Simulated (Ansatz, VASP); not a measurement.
**One calculation of Au, two programs**

The input INCAR:

```
SYSTEM = Au
PREC     = Accurate       ! precision mode
ENCUT    = 520            ! plane-wave cutoff, eV
EDIFF    = 1E-6           ! SCF threshold, eV
ISMEAR   = 0              ! smearing method
SIGMA    = 0.15           ! smearing width, eV
LREAL    = .False.        ! projectors in reciprocal space
LASPH    = .True.         ! aspherical terms in the spheres
NELM     = 100            ! most SCF steps
ALGO     = Fast           ! electronic algorithm
ISIF     = 2              ! what is computed and relaxed
LWAVE    = .False.        ! write WAVECAR
LCHARG   = .False.        ! write CHGCAR
GGA      = CA             ! functional
NBANDS   = 54             ! bands
```

Contents of KPOINTS:

```
regular mesh
0
Gamma
  10 10 10
  0 0 0
```

POSCAR

```
Au
1.0
   -4.0910000000     -4.0910000000      0.0000000000
   -4.0910000000      0.0000000000     -4.0910000000
    0.0000000000     -4.0910000000     -4.0910000000
Au
8
Direct
    0.5000000000      0.5000000000      0.5000000000
    0.0000000000      0.5000000000      0.5000000000
    0.5000000000      0.0000000000      0.5000000000
    0.0000000000      0.0000000000      0.5000000000
    0.5000000000      0.5000000000      0.0000000000
    0.0000000000      0.5000000000      0.0000000000
    0.5000000000      0.0000000000      0.0000000000
    0.0000000000      0.0000000000      0.0000000000
```

Input for Ansatz:

```yaml
crystal:
  lattice:
    - [-4.091, -4.091, 0.0]
    - [-4.091, 0.0, -4.091]
    - [0.0, -4.091, -4.091]
  atoms:
    - { symbol: Au, position: [0.5, 0.5, 0.5] }
    - { symbol: Au, position: [0.0, 0.5, 0.5] }
    - { symbol: Au, position: [0.5, 0.0, 0.5] }
    - { symbol: Au, position: [0.0, 0.0, 0.5] }
    - { symbol: Au, position: [0.5, 0.5, 0.0] }
    - { symbol: Au, position: [0.0, 0.5, 0.0] }
    - { symbol: Au, position: [0.5, 0.0, 0.0] }
    - { symbol: Au, position: [0.0, 0.0, 0.0] }
basis:
  ecutwfc: 420
kpoints:
  mp_grid: { grid: [10, 10, 10] }
hamiltonian:
  xc: lda
scf:
  occupations: { method: gaussian, width: 0.15 }
output:
  forces: true
  stress: true
  eigenvalues: true
  write_density: true
  write_potential: true
  elf: true
  volumetric_format: npy
```

Alike in both runs: task single point; functional LDA; k mesh 10 × 10 × 10; occupations gaussian, width 0.15 eV; no spin polarisation.

|  | VASP | Ansatz |
| --- | --- | --- |
| version | VASP 6.6.1 | Ansatz 0.2.0 |
| potentials or method | VASP PAW LDA potentials, release 64 (Au), cutoff 520 eV | scalar-relativistic, plane waves, PAW |
| valence electrons in the cell | 88 | 152 |

```tsv
	VASP	Ansatz	Ansatz less VASP
gap on the k mesh at the Fermi level (eV)	none	none	-
pressure (GPa)	-5.2	-5.6	-0.39
```

LDA's correlation is that of Perdew and Zunger in VASP and of Perdew and Wang (1992) in Ansatz. A gap of «none» marks a metal or a gap that the smearing closes. VASP's potentials hold 88 valence electrons a cell and Ansatz's 152, so a difference there can come from the potentials and not from the codes.

Spin-orbit coupling is off throughout.
